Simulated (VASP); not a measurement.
SiC: single point with LDA

The system is SiC.

```xyz
8
Lattice="-3.0760 0.0000 0.0000 -1.5380 -2.6639 0.0000 -1.2304 0.0000 10.0960" Properties=species:S:1:pos:R:3 pbc="T T T"
Si   -1.5380   -0.8880    6.6003
Si   -1.5380   -0.8880    1.5523
Si   -3.0760   -1.7759    9.1243
Si   -3.0760   -1.7759    4.0763
C    -1.5380   -0.8880    8.5437
C    -1.5380   -0.8880    3.4957
C    -3.0760   -1.7759    0.9717
C    -3.0760   -1.7759    6.0197
```

* Program: VASP 6.6.1
* Task: single point
* Functional: LDA
* Potentials or basis: VASP PAW LDA potentials, release 64 (Si, C)
* Cutoff: 520 eV
* k mesh: 10 × 10 × 3
* Occupations: gaussian, width 0.05 eV
* Spin: no spin polarisation

- Pressure: -4.4 GPa
- Largest force: 1.683 eV/Å
- Band gap on the k mesh: 0.52 eV, indirect (least direct gap 1.36 eV)

Forces on the atoms (eV/Å):
```
Si  -0.110  0.202  0.479
Si   0.020  0.359  0.823
Si  -1.349 -0.290  0.618
Si   0.016  0.021  0.537
C   -0.165  0.557 -1.153
C    0.132 -0.068 -0.465
C    1.454 -0.816 -0.224
C    0.002  0.035 -0.615
```

Stress tensor (GPa, compression positive):
```
-10.33  -1.23   7.85
 -1.23  -1.36  -4.16
  7.85  -4.16  -1.60
```

Levels at points of the mesh, in eV from the valence-band top:
| k point | band 14 | band 15 | band 16 | band 17 | band 18 | band 19 |
| --- | --- | --- | --- | --- | --- | --- |
| (0.00, 0.00, 0.00) | -0.86 | -0.69 | -0.01 | 4.05 | 4.42 | 5.21 |
| (0.50, 0.00, 0.00) | -2.85 | -2.10 | -1.03 | 0.96 | 2.16 | 2.76 |
| (0.50, 0.50, 0.00) | -2.90 | -2.17 | -1.19 | 0.97 | 2.32 | 2.77 |
| (0.00, 0.50, 0.00) | -2.54 | -2.33 | -1.98 | 1.33 | 2.38 | 2.78 |

Wall time 4 min on 1 thread of Oxide Virtual Turin-like Processor, on a shared host, peak memory 0.3 GiB.

Caveat: forces of over 1 eV/Å act on the atoms, so gaps and moduli don't describe the material at rest. A k mesh can miss the band edges.
